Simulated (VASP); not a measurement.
# ZrB2 (P6/mmm) in VASP: further runs

Runs on ZrB2. Level: r2SCAN+D3(BJ). Tasks: single point.

Program: VASP 6.6.1. These are calculated values, not measurements. Logs are shortened: lines on timing, memory, paths and dates and some standing lists are left out, and cuts for length are marked.

## 1. The cell of the first run

Symmetry: P6/mmm, No. 191, hexagonal system. Conventional cell: a = 3.191 Å, b = 3.191 Å, c = 3.556 Å, α = 90.00°, β = 90.00°, γ = 120.00°. Within 3.4 Å of Zr (site symmetry 6/mmm) lie 12 B at 2.56 Å and 6 Zr at 3.19 Å. B (site symmetry -6m2) has 3 B at 1.84 Å within 2.4 Å.

## 2. Single point, r2SCAN+D3(BJ)

The input, POSCAR:

```
ZrB2
1.0
    3.1909939893      0.0000000000      0.0000000000
   -1.5954969947      2.7634813246      0.0000000000
    0.0000000000      0.0000000000      3.5563980329
Zr B
1 2
Direct
    0.0000000000      0.0000000000      0.0000000000
    0.3333333333      0.6666666667      0.5000000000
    0.6666666667      0.3333333333      0.5000000000
```

The input, INCAR.step1:

```
SYSTEM = ZrB2
PREC     = Accurate       ! precision mode
ENCUT    = 520            ! plane-wave cutoff, eV
ISMEAR   = -1             ! smearing method
SIGMA    = 0.15           ! smearing width, eV
LREAL    = .False.        ! projectors in reciprocal space
LASPH    = .True.         ! aspherical terms in the spheres
NELM     = 60             ! most SCF steps
NBANDS   = 16             ! bands
GGA      = PE             ! functional
ALGO     = Normal         ! electronic algorithm
EDIFF    = 1E-4           ! SCF threshold, eV
LWAVE    = .True.         ! write WAVECAR
LCHARG   = .False.        ! write CHGCAR
```

The input, INCAR.step2:

```
SYSTEM = ZrB2
PREC     = Accurate       ! precision mode
ENCUT    = 520            ! plane-wave cutoff, eV
EDIFF    = 1E-7           ! SCF threshold, eV
ISMEAR   = -1             ! smearing method
SIGMA    = 0.15           ! smearing width, eV
LREAL    = .False.        ! projectors in reciprocal space
LASPH    = .True.         ! aspherical terms in the spheres
NELM     = 60             ! most SCF steps
ALGO     = Normal         ! electronic algorithm
ISIF     = 2              ! what is computed and relaxed
LWAVE    = .False.        ! write WAVECAR
LCHARG   = .False.        ! write CHGCAR
METAGGA  = R2SCAN         ! meta-GGA
LMIXTAU  = .True.       
IVDW     = 12             ! dispersion correction
VDW_S6   = 1.0          
VDW_S8   = 0.78981345   
VDW_A1   = 0.49484001   
VDW_A2   = 5.73083694   
NBANDS   = 16             ! bands
ISTART   = 1
```

The input, KPOINTS:

```
Automatic mesh
0
Gamma
  10 10 8
  0 0 0
```

Potentials or basis: VASP PAW PBE potentials, release 64 (Zr_sv, B).

The run is started by

```console
cat potpaw_PBE.64/Zr_sv/POTCAR potpaw_PBE.64/B/POTCAR > POTCAR
cp INCAR.step1 INCAR
mpirun -np 1 vasp_std > vasp.out
cp INCAR.step2 INCAR
mpirun -np 1 vasp_std > vasp.out
```

OUTCAR:

```text
SYSTEM = ZrB2
   PREC = Accurate
   ENCUT = 520
   EDIFF = 1E-7
   ISMEAR = -1
   LREAL = .False.
   LASPH = .True.
   NELM = 60
   ISIF = 2
   METAGGA = R2SCAN
   IVDW = 12
   ISTART = 1
 IVDW          = 12

 ion  position               nearest neighbor table
   1  0.000  0.000  0.000-   2 2.56   2 2.56   3 2.56   3 2.56   2 2.56   3 2.56   2 2.56   3 2.56
                             3 2.56   3 2.56   2 2.56   2 2.56
   2  0.333  0.667  0.500-   3 1.84   3 1.84   3 1.84   1 2.56   1 2.56   1 2.56   1 2.56   1 2.56
                             1 2.56
   3  0.667  0.333  0.500-   2 1.84   2 1.84   2 1.84   1 2.56   1 2.56   1 2.56   1 2.56   1 2.56
                             1 2.56

  LATTYP: Found a hexagonal cell.
 ALAT       =     3.1909939893
 C/A-ratio  =     1.1145110410

  Lattice vectors:

 A1 = (   3.1909939893,   0.0000000000,   0.0000000000)
 A2 = (  -1.5954969947,   2.7634813246,   0.0000000000)
 A3 = (   0.0000000000,   0.0000000000,   3.5563980329)

Analysis of symmetry for initial positions (statically):
=====================================================================
 Subroutine PRICEL returns:
 Original cell was already a primitive cell.

 Routine SETGRP: Setting up the symmetry group for a
 hexagonal supercell.

 Subroutine GETGRP returns: Found 24 space group operations
 (whereof 24 operations were pure point group operations)
 out of a pool of 24 trial point group operations.

The static configuration has the point symmetry D_6h.

Analysis of symmetry for dynamics (positions and initial velocities):
=====================================================================
 Subroutine PRICEL returns:
 Original cell was already a primitive cell.

 Routine SETGRP: Setting up the symmetry group for a
 hexagonal supercell.

 Subroutine GETGRP returns: Found 24 space group operations
 (whereof 24 operations were pure point group operations)
 out of a pool of 24 trial point group operations.

The dynamic configuration has the point symmetry D_6h.

 Subroutine INISYM returns: Found 24 space group operations
 (whereof 24 operations are pure point group operations),
 and found     1 'primitive' translations

----------------------------------------------------------------------------------------

                                     Primitive cell

[... 90 lines left out ...]
   ENCUT  =  520.0 eV  38.22 Ry    6.18 a.u.   5.93  5.93  6.61*2*pi/ulx,y,z
   NELM   =     60;   NELMIN=  2; NELMDL=  0     # of ELM steps
   EDIFF  = 0.1E-06   stopping-criterion for ELM
   LREAL  =      F    real-space projection
   EDIFFG = 0.1E-05   stopping-criterion for IOM
   NSW    =      0    number of steps for IOM
   IBRION =     -1    ionic relax: 0-MD 1-quasi-New 2-CG
   NFREE  =      0    steps in history (QN), initial steepest desc. (CG)
   ISIF   =      2    stress and relaxation
   ISYM   =      2    0-nonsym 1-usesym 2-fastsym
   POTIM  = 0.5000    time-step for ionic-motion
   TEBEG  =    0.0;   TEEND  =   0.0 temperature during run
   PSTRESS=    0.0 pullay stress
   NELECT =      18.0000    total number of electrons
   NUPDOWN=      -1.0000    fix difference up-down
   EMIN   =  10.00;   EMAX   =-10.00  energy-range for DOS
   EFERMI =   0.00;   METHOD = LEGACY
   ISMEAR =    -1;   SIGMA  =   0.15  broadening in eV -4-tet -1-fermi 0-gaus
   EFERMI_NEDOS =   21; number of points for ismear=-14 and -15
   IALGO  =     38    algorithm
   IMIX   =      4    mixing-type and parameters
     AMIX     =   0.40;   BMIX     =  1.00
     AMIX_MAG =   1.60;   BMIX_MAG =  1.00
  volume/ion in A,a.u.               =      10.45        70.55
  Fermi-wavevector in a.u.,A,eV,Ry     =   1.360509  2.570989 25.184171  1.850984
  Thomas-Fermi vector in A             =   2.487165
   LORBIT       =      0    0 simple, 1 ext, 2 COOP (PROOUT), +10 PAW based schemes
   METAGGA = R2SCAN    functional components
   LHFCALC =     F    Hartree Fock is set to
   AEXX    =    0.0000 exact exchange contribution
   IVDW    =    12    specifies the selected vdW correction
   LEPSILON=     F    determine dielectric tensor
   LRPA    =     F    only Hartree local field effects (RPA)
 non-spin polarized calculation
  energy-cutoff  :      520.00
  volume of cell :       31.36
 maximum number of plane-waves:       857
 NGX is ok and might be reduce to    24
   NGX = 11   NGY = 11   NGZ = 13

 number of electron      18.0000000 magnetization

 Free energy of the ion-electron system (eV)
  ---------------------------------------------------
  ext. energy  EPLUGINS =         0.00000000
  ---------------------------------------------------
  free energy    TOTEN  =       -40.63891003 eV

  energy without entropy =      -40.61561982  energy(sigma->0) =      -40.62726493

 E-fermi :  10.3848     XC(G=0): -13.2711

 val. band max:       10.3296565348   @ k =   0.2000   0.2000   0.1250
 cond. band min:      10.5198070490   @ k =   0.1000  -0.0000   0.5000
 fundamental gap:      0.1901505142
 Fermi energy:        10.3847505969

 k-point     1 :       0.0000    0.0000    0.0000
  band No.  band energies     occupation
      1     -40.0470      2.00000
      2     -17.5286      2.00000
      3     -16.9864      2.00000
      4     -16.9864      2.00000
      5      -3.1132      2.00000
      6       7.6826      2.00000
[... 433 lines left out ...]
      3     -17.3981      2.00000
      4     -17.2411      2.00000
      5       0.5158      2.00000
      6       1.8813      2.00000
[... 8 lines left out ...]
     15      18.8746      0.00000
     16      20.7889      0.00000

 [... further k-points ...]

------------------------ aborting loop because EDIFF is reached ----------------------------------------

 Edisp (eV)   -0.54039

 E8    (eV) :    -0.1884

  FORCE on cell =-STRESS in cart. coord.  units (eV):
  Direction    XX          YY          ZZ          XY          YZ          ZX
  --------------------------------------------------------------------------------------
  -------------------------------------------------------------------------------------
  Total      -1.44666    -1.44666    -0.97458     0.00000    -0.00000     0.00000
  in kB     -73.90665   -73.90662   -49.78905     0.00000    -0.00000     0.00000
  external pressure =      -65.87 kB  Pullay stress =        0.00 kB

 VOLUME and BASIS-vectors are now :
 -----------------------------------------------------------------------------
  energy-cutoff  :      520.00
  volume of cell :       31.36
      direct lattice vectors                 reciprocal lattice vectors
     3.190993989  0.000000000  0.000000000     0.313381975  0.180931203  0.000000000
    -1.595496995  2.763481325  0.000000000     0.000000000  0.361862406  0.000000000
     0.000000000  0.000000000  3.556398033     0.000000000  0.000000000  0.281183375

 POSITION                                       TOTAL-FORCE (eV/Angst)
 -----------------------------------------------------------------------------------
      0.00000      0.00000      0.00000        -0.000000      0.000000      0.000000
     -0.00000      1.84232      1.77820        -0.000000      0.000000      0.000000
      1.59550      0.92116      1.77820         0.000000      0.000000      0.000000
 -----------------------------------------------------------------------------------
    total drift:                               -0.000000      0.000000     -0.000000

  FREE ENERGIE OF THE ION-ELECTRON SYSTEM (eV)
  ---------------------------------------------------
  free  energy   TOTEN  =       -41.1792955534 eV

  energy  without entropy=      -41.1560053415  energy(sigma->0) =      -41.16765045
```

OUTCAR.step1:

```text
SYSTEM = ZrB2
   PREC = Accurate
   ENCUT = 520
   ISMEAR = -1
   LREAL = .False.
   LASPH = .True.
   NELM = 60
[... 683 lines left out ...]
      0.00000      0.00000      0.00000         0.000000      0.000000      0.000000
     -0.00000      1.84232      1.77820        -0.000000      0.000000      0.000000
      1.59550      0.92116      1.77820         0.000000     -0.000000      0.000000
 -----------------------------------------------------------------------------------
    total drift:                               -0.000000      0.000000     -0.000000

  FREE ENERGIE OF THE ION-ELECTRON SYSTEM (eV)
  ---------------------------------------------------
  free  energy   TOTEN  =       -24.9818991797 eV

  energy  without entropy=      -24.9575943763  energy(sigma->0) =      -24.96974678
```

OSZICAR.step1:

```text
N       E                     dE             d eps       ncg     rms          rms(c)
DAV:   1     0.102095682203E+03    0.10210E+03   -0.96753E+03  2248   0.112E+03
DAV:   2    -0.234496030138E+02   -0.12555E+03   -0.12053E+03  2976   0.288E+02
DAV:   3    -0.275793196911E+02   -0.41297E+01   -0.41139E+01  3440   0.448E+01
DAV:   4    -0.276344689193E+02   -0.55149E-01   -0.55143E-01  2760   0.493E+00
DAV:   5    -0.276356393508E+02   -0.11704E-02   -0.11704E-02  3328   0.471E-01    0.206E+01
DAV:   6    -0.250234984532E+02    0.26121E+01   -0.59125E+00  2888   0.159E+01    0.822E+00
DAV:   7    -0.249832137142E+02    0.40285E-01   -0.59392E-01  3072   0.480E+00    0.306E+00
DAV:   8    -0.249859501211E+02   -0.27364E-02   -0.90984E-02  2640   0.239E+00    0.386E-01
DAV:   9    -0.249822083882E+02    0.37417E-02   -0.19560E-02  2824   0.101E+00    0.212E-01
DAV:  10    -0.249818895144E+02    0.31887E-03   -0.17211E-03  2584   0.374E-01    0.342E-02
DAV:  11    -0.249818991797E+02   -0.96653E-05   -0.55094E-05  1576   0.744E-02
   1 F= -.24981899E+02 E0= -.24969747E+02  d E =-.243048E-01
```

Wall time 2.6 min (1 thread of Intel Xeon 8259CL, shared host); peak memory 0.19 GiB.

What came out:

| Quantity | Value |
| --- | --- |
| Free energy | -41.1793 eV |
| Pressure | -6.6 GPa |
| Band gap on the k mesh | zero (bands 9 and 10 overlap by 0.84 eV) |
| Dispersion energy per atom | -0.180 eV |

Stress tensor (GPa, compression positive):
```
-7.39  0.00  0.00
 0.00 -7.39  0.00
 0.00  0.00 -4.98
```

Caveat: the cell stands under tension; the PAW data sets were made with another functional, which shifts forces and pressure a little.

## 3. Single point, r2SCAN+D3(BJ)

This run uses another cell than the first one, of 10.66 Å³/atom.

The input, POSCAR:

```
ZrB2
1.0
    3.2117153101      0.0000000000      0.0000000000
   -1.6058576551      2.7814265113      0.0000000000
    0.0000000000      0.0000000000      3.5794921737
Zr B
1 2
Direct
    0.0000000000      0.0000000000      0.0000000000
    0.3333333333      0.6666666667      0.5000000000
    0.6666666667      0.3333333333      0.5000000000
```

The input, INCAR.step1:

```
ALGO = Normal ; EDIFF = 1E-4
ENCUT = 520 ; GGA = PE
ISMEAR = -1 ; LASPH = True
LCHARG = False ; LREAL = False
LWAVE = True ; NBANDS = 16
NELM = 100 ; PREC = Accurate
SIGMA = 0.15
```

The input, INCAR.step2:

```
ALGO = Normal ; EDIFF = 1E-6
ENCUT = 520 ; ISIF = 2
ISMEAR = -1 ; ISTART = 1
IVDW = 12 ; LASPH = True
LCHARG = False ; LMIXTAU = True
LREAL = False ; LWAVE = False
METAGGA = R2SCAN ; NBANDS = 16
NELM = 100 ; PREC = Accurate
SIGMA = 0.15 ; VDW_A1 = 0.49484001
VDW_A2 = 5.73083694 ; VDW_S6 = 1.0
VDW_S8 = 0.78981345
```

The input, KPOINTS:

```
k-points
0
Gamma
  10 10 8
```

Potentials or basis: VASP PAW PBE potentials, release 64 (Zr_sv, B).

The run is started by

```console
cat potpaw_PBE.64/Zr_sv/POTCAR potpaw_PBE.64/B/POTCAR > POTCAR
cp INCAR.step1 INCAR
mpirun -np 1 vasp_std > vasp.out
cp INCAR.step2 INCAR
mpirun -np 1 vasp_std > vasp.out
```

OUTCAR:

```text
EDIFF = 1E-6
   ENCUT = 520
   ISIF = 2
   ISMEAR = -1
   ISTART = 1
   IVDW = 12
   LASPH = True
   LREAL = False
   METAGGA = R2SCAN
   NELM = 100
   PREC = Accurate
 IVDW          = 12

 ion  position               nearest neighbor table
   1  0.000  0.000  0.000-   2 2.58   2 2.58   3 2.58   3 2.58   2 2.58   3 2.58   2 2.58   3 2.58
                             3 2.58   3 2.58   2 2.58   2 2.58
   2  0.333  0.667  0.500-   3 1.85   3 1.85   3 1.85   1 2.58   1 2.58   1 2.58   1 2.58   1 2.58
                             1 2.58
   3  0.667  0.333  0.500-   2 1.85   2 1.85   2 1.85   1 2.58   1 2.58   1 2.58   1 2.58   1 2.58
[... 660 lines left out ...]
  Direction    XX          YY          ZZ          XY          YZ          ZX
  --------------------------------------------------------------------------------------
  -------------------------------------------------------------------------------------
  Total      -2.33304    -2.33304    -1.77491     0.00000     0.00000    -0.00000
  in kB    -116.89800  -116.89795   -88.93259     0.00000     0.00000    -0.00000
  external pressure =     -107.58 kB  Pullay stress =        0.00 kB

 VOLUME and BASIS-vectors are now :
 -----------------------------------------------------------------------------
  energy-cutoff  :      520.00
  volume of cell :       31.98
      direct lattice vectors                 reciprocal lattice vectors
     3.211715310  0.000000000  0.000000000     0.311360100  0.179763872  0.000000000
    -1.605857655  2.781426511  0.000000000     0.000000000  0.359527744  0.000000000
     0.000000000  0.000000000  3.579492174     0.000000000  0.000000000  0.279369238

 POSITION                                       TOTAL-FORCE (eV/Angst)
 -----------------------------------------------------------------------------------
      0.00000      0.00000      0.00000        -0.000000     -0.000000      0.000000
     -0.00000      1.85428      1.78975         0.000000     -0.000000      0.000000
      1.60586      0.92714      1.78975        -0.000000      0.000000      0.000000
 -----------------------------------------------------------------------------------
    total drift:                               -0.000000      0.000000     -0.000000

  FREE ENERGIE OF THE ION-ELECTRON SYSTEM (eV)
  ---------------------------------------------------
  free  energy   TOTEN  =       -41.1461269516 eV

  energy  without entropy=      -41.1223832853  energy(sigma->0) =      -41.13425512
```

OUTCAR.step1:

```text
EDIFF = 1E-4
   ENCUT = 520
   GGA = PE
   ISMEAR = -1
   LASPH = True
   LREAL = False
[... 683 lines left out ...]
      0.00000      0.00000      0.00000         0.000000      0.000000      0.000000
     -0.00000      1.85428      1.78975         0.000000      0.000000     -0.000000
      1.60586      0.92714      1.78975        -0.000000     -0.000000      0.000000
 -----------------------------------------------------------------------------------
    total drift:                               -0.000000      0.000000      0.000000

  FREE ENERGIE OF THE ION-ELECTRON SYSTEM (eV)
  ---------------------------------------------------
  free  energy   TOTEN  =       -24.9601379554 eV

  energy  without entropy=      -24.9353106333  energy(sigma->0) =      -24.94772429
```

Wall time 2.2 min (1 thread of Intel Xeon 8259CL, shared host); peak memory 0.18 GiB.

What came out:

| Item | Value |
| --- | --- |
| Free energy | -41.1461 eV |
| Pressure | -10.8 GPa |
| Band gap on the k mesh | zero (bands 9 and 10 overlap by 0.82 eV) |
| Dispersion energy per atom | -0.177 eV |

Levels at points of the mesh, in eV from the Fermi level:
```csv
k point,band 5,band 6,band 7,band 8,band 9,band 10,band 11,band 12,band 13,band 14
"(0.00, 0.00, 0.00)",-13.40,-2.67,-2.67,-2.58,-2.55,3.47,3.47,4.27,4.27,4.70
"(0.50, 0.00, 0.00)",-9.34,-9.17,-3.96,-3.21,-2.64,2.25,2.38,4.93,5.01,6.52
"(0.00, 0.00, 0.50)",-11.48,-7.27,-1.00,-1.00,0.39,0.39,0.86,0.86,1.93,5.20
"(0.50, 0.00, 0.50)",-10.43,-7.46,-4.71,-4.22,-2.32,3.81,4.04,5.28,6.19,6.52
```

Caveat: the cell stands under tension; the PAW data sets were made with another functional, which shifts forces and pressure a little.

## 4. Single point, r2SCAN+D3(BJ)

This run uses another cell than the first one, of 10.86 Å³/atom.

The input, POSCAR:

```
ZrB2
1.0
    3.2321726471      0.0000000000      0.0000000000
   -1.6160863235      2.7991430814      0.0000000000
    0.0000000000      0.0000000000      3.6022921016
Zr B
1 2
Direct
    0.0000000000      0.0000000000      0.0000000000
    0.3333333333      0.6666666667      0.5000000000
    0.6666666667      0.3333333333      0.5000000000
```

The input, INCAR.step1:

```
PREC = Accurate
ENCUT = 520
ISMEAR = -1
SIGMA = 0.15
LREAL = False
LASPH = True
NELM = 80
NBANDS = 16
GGA = PE
ALGO = Normal
EDIFF = 1E-4
LWAVE = True
LCHARG = False
```

The input, INCAR.step2:

```
PREC = Accurate
ENCUT = 520
EDIFF = 1E-7
ISMEAR = -1
SIGMA = 0.15
LREAL = False
LASPH = True
NELM = 80
ALGO = Normal
ISIF = 2
LWAVE = False
LCHARG = True
METAGGA = R2SCAN
LMIXTAU = True
IVDW = 12
VDW_S6 = 1.0
VDW_S8 = 0.78981345
VDW_A1 = 0.49484001
VDW_A2 = 5.73083694
LELF = True
LVHAR = True
NBANDS = 16
ISTART = 1
```

The input, KPOINTS:

```
regular mesh
0
Gamma
  10 10 8
```

The run is started by

```console
cat potpaw_PBE.64/Zr_sv/POTCAR potpaw_PBE.64/B/POTCAR > POTCAR
cp INCAR.step1 INCAR
mpirun -np 1 vasp_std > vasp.out
cp INCAR.step2 INCAR
mpirun -np 1 vasp_std > vasp.out
```

Wall time 2.2 min (1 thread of Intel Xeon 8259CL, shared host); peak memory 0.18 GiB.

It converged, with:

```
Free energy                : -41.0977 eV
Pressure                   : -14.5 GPa
Band gap on the k mesh     : zero (bands 9 and 10 overlap by 0.80 eV)
Dispersion energy per atom : -0.173 eV
```

Stress tensor (GPa, compression positive):
```
-15.60   0.00   0.00
  0.00 -15.60   0.00
  0.00   0.00 -12.42
```

Levels at points of the mesh, in eV from the Fermi level:
```csv
k point,band 7,band 8,band 9,band 10,band 11,band 12
"(0.00, 0.00, 0.00)",-2.63,-2.59,-2.51,3.38,3.38,4.17
"(0.50, 0.00, 0.00)",-3.89,-3.19,-2.59,2.22,2.32,4.80
"(0.00, 0.00, 0.50)",-0.99,-0.99,0.38,0.38,0.84,0.84
"(0.50, 0.00, 0.50)",-4.65,-4.16,-2.36,3.71,3.94,5.14
```

Caveat: the cell stands under tension; the PAW data sets were made with another functional, which shifts forces and pressure a little.

## 5. Overview

```tsv
cell	gap on the mesh (eV)	pressure (GPa)
a = 3.191, b = 3.191, c = 3.556 Å, angles 90.0, 90.0, 120.0°, 3 atoms	none	-6.6
a = 3.212, b = 3.212, c = 3.579 Å, angles 90.0, 90.0, 120.0°, 3 atoms	none	-10.8
a = 3.232, b = 3.232, c = 3.602 Å, angles 90.0, 90.0, 120.0°, 3 atoms	none	-14.5
```

Alike in all rows: task single point; level r2SCAN+D3(BJ); potentials or basis VASP PAW PBE potentials, release 64 (Zr_sv, B); no spin polarisation; k mesh 10 × 10 × 8; cutoff (eV) 520; smearing fermi-dirac 0.15 eV.

Caveats: the cell stands under tension; the PAW data sets were made with another functional, which shifts forces and pressure a little.

Absolute energies hang on the potentials; compare differences alone.
